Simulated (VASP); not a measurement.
Write the native input for VASP 6.6.1 that does the following.

* Task: single point
* Functional: PBE
* Potentials or basis: VASP PAW PBE potentials, release 64 (Pd_sv_GW, Os_sv_GW, C, N)
* Cutoff: 700 eV
* k mesh: 4 × 4 × 4
* Occupations: gaussian, width 0.1 eV
* Spin: collinear spin
* Starting moments: [0.0, 1.0, 0.0, 0.0, 0.0, 0.0, 0.0, 0.0, 0.0, 0.0] μB
* Dipole correction: no
* Further INCAR settings: ALGO = Normal; EDIFF = 1e-06; NBANDS = 50

The structure of OsPdC4N4 lies in POSCAR:

```
OsPdC4N4
1.0
    5.8843539400      0.0000000000      0.0000000000
    0.0000000000      5.8843539400      0.0000000000
    0.0000000000      0.0000000000      5.8843539400
Pd Os C N
1 1 4 4
Direct
    0.5000000000      0.5000000000      0.5000000000
    0.0000000000      0.0000000000      0.0000000000
    0.1860282600      0.1860282600      0.1860282600
    0.1860282600      0.8139717400      0.8139717400
    0.8139717400      0.1860282600      0.8139717400
    0.8139717400      0.8139717400      0.1860282600
    0.3008241800      0.3008241800      0.3008241800
    0.3008241800      0.6991758200      0.6991758200
    0.6991758200      0.3008241800      0.6991758200
    0.6991758200      0.6991758200      0.3008241800
```

The input as run:

INCAR

```
SYSTEM = OsPdC4N4
PREC = Accurate
ENCUT = 700
EDIFF = 1E-6
ISMEAR = 0
SIGMA = 0.1
LREAL = .FALSE.
LASPH = .TRUE.
NELM = 200
ALGO = Normal
ISIF = 2
LWAVE = .FALSE.
LCHARG = .TRUE.
ISPIN = 2
MAGMOM = 0 1 0 0 0 0 0 0 0 0
LORBIT = 11
LMAXMIX = 4
GGA = PE
LELF = .TRUE.
LVHAR = .TRUE.
NBANDS = 50
GGA_COMPAT = .FALSE.
```

KPOINTS

```
regular mesh
0
G
  4 4 4
  0 0 0
```

Potentials or basis: VASP PAW PBE potentials, release 64 (Pd_sv_GW, Os_sv_GW, C, N).

Launch:

```console
$ cat potpaw_PBE.64/Pd_sv_GW/POTCAR potpaw_PBE.64/Os_sv_GW/POTCAR potpaw_PBE.64/C/POTCAR potpaw_PBE.64/N/POTCAR > POTCAR
$ mpirun -np 1 vasp_std > vasp.out
```

Results of the run:

The pressure is 4.5 GPa and the largest force is 1.742 eV/Å. The band gap on the k mesh is 0.37 eV (least direct gap 0.58 eV), the net moment is 0.00 μB per cell and the valence electrons inside the program's atomic spheres are Pd 15.60; Os 15.39; C 2.66; N 3.83.

Caveat: the cell stands under pressure; spin-orbit coupling is left out, which moves the levels of the heavy elements; forces of over 1 eV/Å act on the atoms, so gaps and moduli don't describe the material at rest.

Run time: 5.4 min on 1 thread of AMD EPYC 9R45 96-Core Processor (Zen 5) (shared host), peak memory 0.66 GiB.
